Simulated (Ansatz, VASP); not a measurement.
## Two plane-wave programs on Al5N

```
Al N
1.0
     4.96303    0.00000    0.00000
    -2.48151    4.29811    0.00000
     0.00000    0.00000    4.17766
Al N
5 1
Cartesian
  1.5405 0.0000 0.0000
  -0.7702 1.3341 0.0000
  1.7113 2.9640 0.0000
  0.0000 2.8654 2.0888
  2.4815 1.4327 2.0888
  0.0000 0.0000 2.0888
```

Alike in both runs: functional PBE; k mesh 12 × 12 × 10; occupations gaussian, width 0.1 eV; no spin polarisation.

Ansatz relaxed the structure, and its values are those at the end. VASP's run is a single point on that final structure, the one shown.

```csv
,VASP,Ansatz
version,VASP 6.6.1,Ansatz 0.2.0
potentials or method,"VASP PAW PBE potentials, release 64 (Al, N), cutoff 520 eV","scalar-relativistic, plane waves, PAW"
valence electrons in the cell,20,20
```

```tsv
	VASP	Ansatz	Ansatz less VASP
gap on the k mesh at the Fermi level (eV)	none	none	-
pressure (GPa)	-0.1	0.0	+0.05
```

A gap of «none» marks a metal or a gap that the smearing closes.
